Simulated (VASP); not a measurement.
A run of VASP 6.6.1 is set up as follows.

File INCAR:

```
ALGO = Normal
EDIFF = 1E-7
ENCUT = 520
GGA = PE
ISIF = 2
ISMEAR = 0
LASPH = True
LCHARG = False
LREAL = False
LWAVE = False
NBANDS = 34
NELM = 80
PREC = Accurate
SIGMA = 0.2
```

The input KPOINTS:

```
k-points
0
Gamma
  6 4 2
```

File POSCAR:

```
Al3BSb2
1.0
    3.5507191461      0.0301308588     -0.5830956299
    0.0353190385      6.1693700611      0.5578603592
   -1.7891404988      0.9842060759     11.5225023882
Al B Sb
6 2 4
Direct
    1.0793007929      0.3079096488      0.0787679670
    0.5792930147      0.8078305911      0.0787599305
    0.4206357704      0.1921732984      0.9212381618
    0.9206446032      0.6921116389      0.9212329277
    0.9997968255      0.9999880064      0.4999655573
    0.5002878867      0.4999923798      0.5000349182
   -0.0000292141      0.0000059377      0.9999992642
    0.4999679319      0.5000062776     -0.0000002741
    0.3326905992      0.2210692326      0.3331392358
    0.8330118838      0.7209728086      0.3331393841
    1.1673640162      0.2789171001      0.6668637724
    0.6670358897      0.7790230799      0.6668591552
```

Potentials or basis: VASP PAW PBE potentials, release 64 (Al, B, Sb).

Run with:

```bash
$ cat potpaw_PBE.64/Al/POTCAR potpaw_PBE.64/B/POTCAR potpaw_PBE.64/Sb/POTCAR > POTCAR
$ mpirun -np 1 vasp_std > vasp.out
```

What does it give for the band gap on the k mesh?

Zero (bands 22 and 23 overlap by 2.48 eV).

Estimate the pressure.

0.1 GPa.

Forces in eV/Å, atoms in the order of the input:
```
Al  -0.002 -0.001 -0.012
Al  -0.002  0.005 -0.013
Al   0.002 -0.004  0.013
Al   0.002  0.001  0.012
Al   0.000  0.000  0.000
Al  -0.001  0.000  0.000
B    0.000  0.000  0.000
B    0.000  0.000  0.000
Sb  -0.006  0.000 -0.013
Sb  -0.006  0.000 -0.012
Sb   0.006  0.000  0.013
Sb   0.006 -0.001  0.012
```

Caveat: spin-orbit coupling is left out, which moves the levels of the heavy elements.
